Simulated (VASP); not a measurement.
Here is a VASP 6.6.1 calculation.

POSCAR

```
Te2Mo
1.0
    3.5612561764      0.0000000000      0.0000000000
   -1.7806280882      3.0841383181      0.0000000000
    0.0000000000      0.0000000000     17.5238001931
Te Mo
2 1
Direct
    0.3333333333      0.6666666667      0.8979077081
    0.3333333333      0.6666666667      0.1020922919
    0.0000000000      0.0000000000      0.0000000000
```

The input INCAR.step1:

```
PREC = Accurate
ENCUT = 520
ISMEAR = 0
SIGMA = 0.02
LREAL = False
LASPH = True
NELM = 80
NBANDS = 20
GGA = PE
ALGO = Normal
EDIFF = 1E-4
LWAVE = True
LCHARG = False
```

The input INCAR.step2:

```
PREC = Accurate
ENCUT = 520
EDIFF = 1E-6
ISMEAR = 0
SIGMA = 0.02
LREAL = False
LASPH = True
NELM = 80
ALGO = Normal
ISIF = 2
LWAVE = False
LCHARG = False
METAGGA = R2SCAN
LMIXTAU = True
NBANDS = 20
ISTART = 1
```

KPOINTS

```
Automatic mesh
0
Gamma
  12 12 2
```

Potentials or basis: VASP PAW PBE potentials, release 64 (Te, Mo_sv).

Launch:

```bash
$ cat potpaw_PBE.64/Te/POTCAR potpaw_PBE.64/Mo_sv/POTCAR > POTCAR
$ cp INCAR.step1 INCAR
$ mpirun -np 1 vasp_std > vasp.out
$ cp INCAR.step2 INCAR
$ mpirun -np 1 vasp_std > vasp.out
```

(1) Estimate the largest force.

(2) What does it give for the band gap on the k mesh?

## Answers

(1) 0.027 eV/Å.

(2) 1.12 eV.

Caveat: there is no dipole correction, which matters where the two faces differ; the PAW data sets were made with another functional, which shifts forces and pressure a little; spin-orbit coupling is left out, which moves the levels of the heavy elements.
